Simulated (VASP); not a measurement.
# HfB2 (P6/mmm) in VASP: notebook

The runs below take HfB2 through single point, with PBE.

Everything below comes from runs of VASP 6.6.1. Logs are shortened: lines on timing, memory, paths and dates and some standing lists are left out, and cuts for length are marked.

## 1. The cell of the first run

The structure is hexagonal, space group P6/mmm (No. 191). The conventional cell has a = 3.129 Å, b = 3.129 Å, c = 3.468 Å, α = 90.00°, β = 90.00°, γ = 120.00°. Hf (site symmetry 6/mmm) has 12 B at 2.50 Å and 6 Hf at 3.13 Å within 3.3 Å. Within 2.4 Å of B (site symmetry -6m2) lie 3 B at 1.81 Å.

## 2. Single point, PBE (volume scaled by 0.99)

Contents of INCAR:

```
PREC = Accurate
ENCUT = 520
EDIFF = 1E-7
ISMEAR = -1
SIGMA = 0.05
LREAL = False
LASPH = True
NELM = 60
ALGO = Normal
ISIF = 2
LWAVE = False
LCHARG = False
GGA = PE
NBANDS = 15
```

Contents of KPOINTS:

```
regular mesh
0
Gamma
  13 13 11
```

Contents of POSCAR:

```
HfB2
1.0
    3.1294983495      0.0000000000      0.0000000000
   -1.5647491748      2.7102250717      0.0000000000
    0.0000000000      0.0000000000      3.4683611171
Hf B
1 2
Direct
    0.0000000000      0.0000000000      0.0000000000
    0.3333333333      0.6666666667      0.5000000000
    0.6666666667      0.3333333333      0.5000000000
```

Potentials or basis: VASP PAW PBE potentials, release 64 (Hf_pv, B).

Started as:

```bash
> cat potpaw_PBE.64/Hf_pv/POTCAR potpaw_PBE.64/B/POTCAR > POTCAR
> mpirun -np 1 vasp_std > vasp.out
```

OUTCAR:

```text
PREC = Accurate
   ENCUT = 520
   EDIFF = 1E-7
   ISMEAR = -1
   LREAL = False
   LASPH = True
   NELM = 60
   ISIF = 2
   GGA = PE

 ion  position               nearest neighbor table
   1  0.000  0.000  0.000-   2 2.50   3 2.50   2 2.50   3 2.50   2 2.50   2 2.50   3 2.50   3 2.50
                             3 2.50   3 2.50   2 2.50   2 2.50
   2  0.333  0.667  0.500-   3 1.81   3 1.81   3 1.81   1 2.50   1 2.50   1 2.50   1 2.50   1 2.50
                             1 2.50
   3  0.667  0.333  0.500-   2 1.81   2 1.81   2 1.81   1 2.50   1 2.50   1 2.50   1 2.50   1 2.50
                             1 2.50

  LATTYP: Found a hexagonal cell.
 ALAT       =     3.1294983495
 C/A-ratio  =     1.1082802193

  Lattice vectors:

 A1 = (   3.1294983495,   0.0000000000,   0.0000000000)
 A2 = (  -1.5647491748,   2.7102250717,   0.0000000000)
 A3 = (   0.0000000000,   0.0000000000,   3.4683611171)

Analysis of symmetry for initial positions (statically):
=====================================================================
 Subroutine PRICEL returns:
 Original cell was already a primitive cell.

 Routine SETGRP: Setting up the symmetry group for a
 hexagonal supercell.

 Subroutine GETGRP returns: Found 24 space group operations
 (whereof 24 operations were pure point group operations)
 out of a pool of 24 trial point group operations.

The static configuration has the point symmetry D_6h.

Analysis of symmetry for dynamics (positions and initial velocities):
=====================================================================
 Subroutine PRICEL returns:
 Original cell was already a primitive cell.

 Routine SETGRP: Setting up the symmetry group for a
 hexagonal supercell.

 Subroutine GETGRP returns: Found 24 space group operations
 (whereof 24 operations were pure point group operations)
 out of a pool of 24 trial point group operations.

The dynamic configuration has the point symmetry D_6h.

 Subroutine INISYM returns: Found 24 space group operations
 (whereof 24 operations are pure point group operations),
 and found     1 'primitive' translations

----------------------------------------------------------------------------------------

                                     Primitive cell

  volume of cell :      29.4174

  direct lattice vectors                    reciprocal lattice vectors
     3.129498349  0.000000000  0.000000000     0.319540031  0.184486523  0.000000000
    -1.564749175  2.710225072  0.000000000     0.000000000  0.368973046  0.000000000
     0.000000000  0.000000000  3.468361117     0.000000000  0.000000000  0.288320612

  length of vectors
     3.129498349  3.129498349  3.468361117     0.368973046  0.368973046  0.288320612

  position of ions in fractional coordinates (direct lattice)
     0.000000000  0.000000000  0.000000000
     0.333333333  0.666666667  0.500000000
     0.666666667  0.333333333  0.500000000

  ion indices of the primitive-cell ions
   primitive index   ion index
                 1           1
                 2           2
                 3           3

----------------------------------------------------------------------------------------

 KPOINTS: regular mesh

Automatic generation of k-mesh.
 Grid dimensions read from file:
 generate k-points for:   13   13   11

 Generating k-lattice:

  Cartesian coordinates                     Fractional coordinates (reciprocal lattice)
     0.024580002  0.014191271  0.000000000     0.076923077  0.000000000  0.000000000
     0.000000000  0.028382542  0.000000000     0.000000000  0.076923077  0.000000000
     0.000000000  0.000000000  0.026210965     0.000000000  0.000000000  0.090909091

  Length of vectors
     0.028382542  0.028382542  0.026210965

  Shift w.r.t. Gamma in fractional coordinates (k-lattice)
     0.000000000  0.000000000  0.000000000

 Subroutine IBZKPT returns following result:
 ===========================================

 Found    126 irreducible k-points:

 Following reciprocal coordinates:
            Coordinates               Weight
  0.000000  0.000000  0.000000      1.000000
  0.076923 -0.000000  0.000000      6.000000
  0.153846 -0.000000  0.000000      6.000000
  0.230769  0.000000  0.000000      6.000000
  0.307692 -0.000000  0.000000      6.000000
  0.384615  0.000000  0.000000      6.000000
[... 16 lines left out ...]
  0.076923 -0.000000  0.090909     12.000000
  0.153846 -0.000000  0.090909     12.000000
 [... further k-points ...]
   k-points           NKPTS =    126   k-points in BZ     NKDIM =    126   number of bands    NBANDS=     15
   number of dos      NEDOS =    301   number of ions     NIONS =      3
   total plane-waves  NPLWV =  16128
   dimension x,y,z NGX =    24 NGY =   24 NGZ =   28
   dimension x,y,z NGXF=    48 NGYF=   48 NGZF=   56
   ions per type =               1   2
   NGX,Y,Z   is equivalent  to a cutoff of  12.75, 12.75, 13.42 a.u.
   NGXF,Y,Z  is equivalent  to a cutoff of  25.50, 25.50, 26.84 a.u.
 SYSTEM =  unknown system
   PREC   = accura    normal or accurate (medium, high low for compatibility)
   ISTART =      0    job   : 0-new  1-cont  2-samecut
   ICHARG =      2    charge: 1-file 2-atom 10-const
   ISPIN  =      1    spin polarized calculation?
   LNONCOLLINEAR =      F non collinear calculations
   LSORBIT =      F    spin-orbit coupling
   LASPH  =      T    aspherical Exc in radial PAW
   ENCUT  =  520.0 eV  38.22 Ry    6.18 a.u.   5.82  5.82  6.45*2*pi/ulx,y,z
   NELM   =     60;   NELMIN=  2; NELMDL= -5     # of ELM steps
   EDIFF  = 0.1E-06   stopping-criterion for ELM
   LREAL  =      F    real-space projection
   EDIFFG = 0.1E-05   stopping-criterion for IOM
   NSW    =      0    number of steps for IOM
   IBRION =     -1    ionic relax: 0-MD 1-quasi-New 2-CG
   NFREE  =      0    steps in history (QN), initial steepest desc. (CG)
   ISIF   =      2    stress and relaxation
   ISYM   =      2    0-nonsym 1-usesym 2-fastsym
   POTIM  = 0.5000    time-step for ionic-motion
   TEBEG  =    0.0;   TEEND  =   0.0 temperature during run
   PSTRESS=    0.0 pullay stress
   NELECT =      16.0000    total number of electrons
   NUPDOWN=      -1.0000    fix difference up-down
   EMIN   =  10.00;   EMAX   =-10.00  energy-range for DOS
   EFERMI =   0.00;   METHOD = LEGACY
   ISMEAR =    -1;   SIGMA  =   0.05  broadening in eV -4-tet -1-fermi 0-gaus
   EFERMI_NEDOS =   21; number of points for ismear=-14 and -15
   IALGO  =     38    algorithm
   IMIX   =      4    mixing-type and parameters
     AMIX     =   0.40;   BMIX     =  1.00
     AMIX_MAG =   1.60;   BMIX_MAG =  1.00
  volume/ion in A,a.u.               =       9.81        66.17
  Fermi-wavevector in a.u.,A,eV,Ry     =   1.336329  2.525295 24.296943  1.785775
  Thomas-Fermi vector in A             =   2.464964
   LORBIT       =      0    0 simple, 1 ext, 2 COOP (PROOUT), +10 PAW based schemes
   GGA     = PE    functional components
   LHFCALC =     F    Hartree Fock is set to
   AEXX    =    0.0000 exact exchange contribution
   IVDW    =     0    specifies the selected vdW correction
   LEPSILON=     F    determine dielectric tensor
   LRPA    =     F    only Hartree local field effects (RPA)
 non-spin polarized calculation
  energy-cutoff  :      520.00
  volume of cell :       29.42
 maximum number of plane-waves:       814
 NGX is ok and might be reduce to    24
   NGX = 11   NGY = 11   NGZ = 13

 number of electron      15.9999998 magnetization

 Free energy of the ion-electron system (eV)
  ---------------------------------------------------
  ext. energy  EPLUGINS =         0.00000000
  ---------------------------------------------------
  free energy    TOTEN  =       -26.39785519 eV

  energy without entropy =      -26.39617029  energy(sigma->0) =      -26.39701274

 E-fermi :   7.8360     XC(G=0): -12.6439

 val. band max:        7.7819209802   @ k =   0.0769  -0.0000   0.2727
 cond. band min:       7.8717367132   @ k =   0.3077   0.1538   0.0000
 fundamental gap:      0.0898157331
 Fermi energy:         7.8359515620

 k-point     1 :       0.0000    0.0000    0.0000
  band No.  band energies     occupation
      1     -22.8519      2.00000
      2     -22.3414      2.00000
      3     -22.3414      2.00000
      4      -6.0619      2.00000
      5       4.7216      2.00000
      6       4.8313      2.00000
      7       4.8313      2.00000
      8       4.9717      2.00000
      9      11.8277      0.00000
     10      11.8277      0.00000
     11      12.4657      0.00000
     12      12.4657      0.00000
     13      12.7838      0.00000
     14      12.7838      0.00000
     15      12.8182      0.00000

 k-point     2 :       0.0769   -0.0000    0.0000
  band No.  band energies     occupation
      1     -22.8440      2.00000
      2     -22.3897      2.00000
      3     -22.3521      2.00000
      4      -5.9324      2.00000
      5       4.4638      2.00000
      6       4.8249      2.00000
      7       4.8529      2.00000
      8       4.8573      2.00000
      9      11.4338      0.00000
     10      11.7359      0.00000
     11      11.8181      0.00000
     12      11.9933      0.00000
     13      13.2318      0.00000
     14      13.5835      0.00000
     15      13.8073      0.00000

 k-point     3 :       0.1538   -0.0000    0.0000
  band No.  band energies     occupation
      1     -22.8223      2.00000
      2     -22.5213      2.00000
      3     -22.3814      2.00000
      4      -5.5564      2.00000
      5       3.5663      2.00000
      6       4.5732      2.00000
      7       4.7855      2.00000
      8       5.1778      2.00000
      9      10.3657      0.00000
     10      11.4826      0.00000
     11      11.4948      0.00000
     12      12.1768      0.00000
     13      13.7411      0.00000
     14      14.7302      0.00000
     15      14.7803      0.00000

 k-point     4 :       0.2308    0.0000    0.0000
  band No.  band energies     occupation
      1     -22.7914      2.00000
      2     -22.7015      2.00000
      3     -22.4225      2.00000
      4      -4.9660      2.00000
      5       2.4413      2.00000
      6       4.2341      2.00000
      7       4.6851      2.00000
      8       5.4536      2.00000
      9       9.8490      0.00000
     10      11.1831      0.00000
     11      11.6250      0.00000
     12      11.7163      0.00000
     13      13.8758      0.00000
     14      15.2345      0.00000
     15      16.3916      0.00000
[... 307 lines left out ...]
 k-point    22 :       0.0000    0.0000    0.0909
  band No.  band energies     occupation
      1     -22.8754      2.00000
      2     -22.3397      2.00000
      3     -22.3397      2.00000
      4      -5.9285      2.00000
      5       3.6760      2.00000
      6       4.9144      2.00000
      7       4.9144      2.00000
      8       5.9733      2.00000
      9      10.8796      0.00000
     10      10.8796      0.00000
     11      12.1763      0.00000
     12      12.1763      0.00000
     13      12.8213      0.00000
     14      13.9400      0.00000
     15      13.9400      0.00000

 k-point    23 :       0.0769   -0.0000    0.0909
  band No.  band energies     occupation
      1     -22.8674      2.00000
      2     -22.3879      2.00000
      3     -22.3503      2.00000
      4      -5.8019      2.00000
      5       3.7276      2.00000
      6       4.5343      2.00000
      7       4.8919      2.00000
      8       5.9169      2.00000
      9      10.6680      0.00000
     10      10.6732      0.00000
     11      12.1491      0.00000
     12      12.3447      0.00000
     13      13.4524      0.00000
     14      13.7985      0.00000
     15      14.2761      0.00000

 k-point    24 :       0.1538   -0.0000    0.0909
  band No.  band energies     occupation
      1     -22.8451      2.00000
      2     -22.5190      2.00000
      3     -22.3796      2.00000
      4      -5.4346      2.00000
      5       3.5447      2.00000
      6       3.8821      2.00000
      7       4.8064      2.00000
      8       5.8294      2.00000
      9      10.0255      0.00000
     10      10.4909      0.00000
     11      12.4044      0.00000
     12      12.5712      0.00000
     13      13.3695      0.00000
     14      14.7422      0.00000
     15      15.1582      0.00000

 [... further k-points ...]
[... 5 lines left out ...]
  --------------------------------------------------------------------------------------
  -------------------------------------------------------------------------------------
  Total        0.6637952      0.6637952      0.6644901     -0.0000000      0.0000000      0.0000000
  in kB       36.1526622     36.1526622     36.1905112     -0.0000000      0.0000000      0.0000000
  external PRESSURE =      36.1652785 kB  Pullay stress =       0.0000000 kB

 VOLUME and BASIS-vectors are now :
 -----------------------------------------------------------------------------
  energy-cutoff  :      520.00
  volume of cell :       29.42
      direct lattice vectors                 reciprocal lattice vectors
     3.129498349  0.000000000  0.000000000     0.319540031  0.184486523  0.000000000
    -1.564749175  2.710225072  0.000000000     0.000000000  0.368973046  0.000000000
     0.000000000  0.000000000  3.468361117     0.000000000  0.000000000  0.288320612

 POSITION                                       TOTAL-FORCE (eV/Angst)
 -----------------------------------------------------------------------------------
      0.00000      0.00000      0.00000         0.000000      0.000000     -0.000000
     -0.00000      1.80682      1.73418         0.000000      0.000000     -0.000000
      1.56475      0.90341      1.73418        -0.000000      0.000000      0.000000
 -----------------------------------------------------------------------------------
    total drift:                               -0.000000      0.000000      0.000000

  FREE ENERGIE OF THE ION-ELECTRON SYSTEM (eV)
  ---------------------------------------------------
  free  energy   TOTEN  =       -26.3978551942 eV

  energy  without entropy=      -26.3961702943  energy(sigma->0) =      -26.39701274
```

Wall time 47 s (1 thread of AMD EPYC 9R45 (Zen 5), shared host); peak memory 0.14 GiB.

What came out:

| Item | Value |
| --- | --- |
| Free energy | -26.3979 eV |
| Pressure | 3.6 GPa |
| Band gap on the k mesh | zero (band 8 reaches 8.40 eV, above the bottom of band 9 at 7.36 eV) |

Levels at points of the mesh, in eV from the Fermi level:
| k point | band 4 | band 5 | band 6 | band 7 | band 8 | band 9 | band 10 | band 11 | band 12 | band 13 |
| --- | --- | --- | --- | --- | --- | --- | --- | --- | --- | --- |
| (0.00, 0.00, 0.00) | -13.90 | -3.11 | -3.00 | -3.00 | -2.86 | 3.99 | 3.99 | 4.63 | 4.63 | 4.95 |

Caveat: spin-orbit coupling is left out, which moves the levels of the heavy elements.

## 3. Single point, PBE (volume scaled by 1.02)

Contents of INCAR:

```
PREC = Accurate
ENCUT = 520
EDIFF = 1E-6
ISMEAR = -1
SIGMA = 0.05
LREAL = F
LASPH = T
NELM = 60
ALGO = Normal
ISIF = 2
LWAVE = F
LCHARG = F
GGA = PE
NBANDS = 15
```

Contents of KPOINTS:

```
Automatic mesh
0
Gamma
  13 13 11
```

Contents of POSCAR:

```
HfB2
1.0
    3.1607954092      0.0000000000      0.0000000000
   -1.5803977046      2.7373291205      0.0000000000
    0.0000000000      0.0000000000      3.5030470293
Hf B
1 2
Direct
    0.0000000000      0.0000000000      0.0000000000
    0.3333333333      0.6666666667      0.5000000000
    0.6666666667      0.3333333333      0.5000000000
```

Potentials or basis: VASP PAW PBE potentials, release 64 (Hf_pv, B).

Started as:

```bash
> cat potpaw_PBE.64/Hf_pv/POTCAR potpaw_PBE.64/B/POTCAR > POTCAR
> mpirun -np 1 vasp_std > vasp.out
```

OUTCAR:

```text
PREC = Accurate
   ENCUT = 520
   EDIFF = 1E-6
   ISMEAR = -1
   LREAL = F
   LASPH = T
   NELM = 60
   ISIF = 2
   GGA = PE

 ion  position               nearest neighbor table
   1  0.000  0.000  0.000-   2 2.53   3 2.53   2 2.53   3 2.53   2 2.53   2 2.53   3 2.53   3 2.53
                             3 2.53   3 2.53   2 2.53   2 2.53
   2  0.333  0.667  0.500-   3 1.82   3 1.82   3 1.82   1 2.53   1 2.53   1 2.53   1 2.53   1 2.53
                             1 2.53
   3  0.667  0.333  0.500-   2 1.82   2 1.82   2 1.82   1 2.53   1 2.53   1 2.53   1 2.53   1 2.53
                             1 2.53

  LATTYP: Found a hexagonal cell.
[... 622 lines left out ...]
     15      14.6943      0.00000

 [... further k-points ...]
[... 5 lines left out ...]
  --------------------------------------------------------------------------------------
  -------------------------------------------------------------------------------------
  Total       -0.7960233     -0.7960233     -0.6387709      0.0000000     -0.0000000      0.0000000
  in kB      -42.0791546    -42.0791546    -33.7665198      0.0000000     -0.0000000      0.0000000
  external PRESSURE =     -39.3082763 kB  Pullay stress =       0.0000000 kB

 VOLUME and BASIS-vectors are now :
 -----------------------------------------------------------------------------
  energy-cutoff  :      520.00
  volume of cell :       30.31
      direct lattice vectors                 reciprocal lattice vectors
     3.160795409  0.000000000  0.000000000     0.316376061  0.182659804  0.000000000
    -1.580397705  2.737329121  0.000000000     0.000000000  0.365319608  0.000000000
     0.000000000  0.000000000  3.503047029     0.000000000  0.000000000  0.285465765

 POSITION                                       TOTAL-FORCE (eV/Angst)
 -----------------------------------------------------------------------------------
      0.00000      0.00000      0.00000        -0.000000      0.000000      0.000000
     -0.00000      1.82489      1.75152         0.000000     -0.000000      0.000000
      1.58040      0.91244      1.75152        -0.000000      0.000000      0.000000
 -----------------------------------------------------------------------------------
    total drift:                               -0.000000      0.000000      0.000000

  FREE ENERGIE OF THE ION-ELECTRON SYSTEM (eV)
  ---------------------------------------------------
  free  energy   TOTEN  =       -26.3968602945 eV

  energy  without entropy=      -26.3950865376  energy(sigma->0) =      -26.39597342
```

OSZICAR:

```text
N       E                     dE             d eps       ncg     rms          rms(c)
DAV:   1     0.282407822955E+02    0.28241E+02   -0.79785E+03  3780   0.101E+03
DAV:   2    -0.271801907457E+02   -0.55421E+02   -0.52216E+02  5105   0.219E+02
DAV:   3    -0.287431008300E+02   -0.15629E+01   -0.15570E+01  4816   0.269E+01
DAV:   4    -0.287497854875E+02   -0.66847E-02   -0.66826E-02  4592   0.216E+00
DAV:   5    -0.287498268531E+02   -0.41366E-04   -0.41361E-04  4823   0.151E-01    0.507E+01
DAV:   6    -0.265082130458E+02    0.22416E+01   -0.27970E+00  4585   0.119E+01    0.374E+01
DAV:   7    -0.264566932432E+02    0.51520E-01   -0.89365E-01  4879   0.689E+00    0.117E+01
DAV:   8    -0.264009613498E+02    0.55732E-01   -0.21627E-01  4452   0.349E+00    0.158E+00
DAV:   9    -0.263970303829E+02    0.39310E-02   -0.17782E-02  4445   0.107E+00    0.381E-01
DAV:  10    -0.263968548002E+02    0.17558E-03   -0.73409E-04  4767   0.225E-01    0.249E-01
DAV:  11    -0.263968628087E+02   -0.80085E-05   -0.51500E-05  4704   0.542E-02    0.101E-01
DAV:  12    -0.263968602344E+02    0.25744E-05   -0.32152E-06  4389   0.131E-02    0.951E-03
DAV:  13    -0.263968602945E+02   -0.60084E-07   -0.20898E-07  2142   0.379E-03
   1 F= -.26396860E+02 E0= -.26395973E+02  d E =-.177376E-02
```

stdout:

```text
POSCAR found type information on POSCAR HfB
 POSCAR found :  2 types and       3 ions
 scaLAPACK will be used
 LDA part: xc-table for (Slater+PW92), standard interpolation
 POSCAR, INCAR and KPOINTS ok, starting setup
 FFT: planning ... GRIDC
 FFT: planning ... GRID_SOFT
 FFT: planning ... GRID
 WAVECAR not read
 entering main loop
```

Run time: 48 s. Hardware: 1 thread of AMD EPYC 9R45 (Zen 5), shared host; peak memory 0.15 GiB.

What came out:

| Quantity | Value |
| --- | --- |
| Free energy | -26.3969 eV |
| Pressure | -3.9 GPa |
| Band gap on the k mesh | zero (band 8 reaches 8.14 eV, above the bottom of band 9 at 7.14 eV) |

Stress tensor (GPa, compression positive):
```
-4.21  0.00  0.00
 0.00 -4.21  0.00
 0.00  0.00 -3.38
```

Caveat: spin-orbit coupling is left out, which moves the levels of the heavy elements.

(Continued in part 2 of 2.)
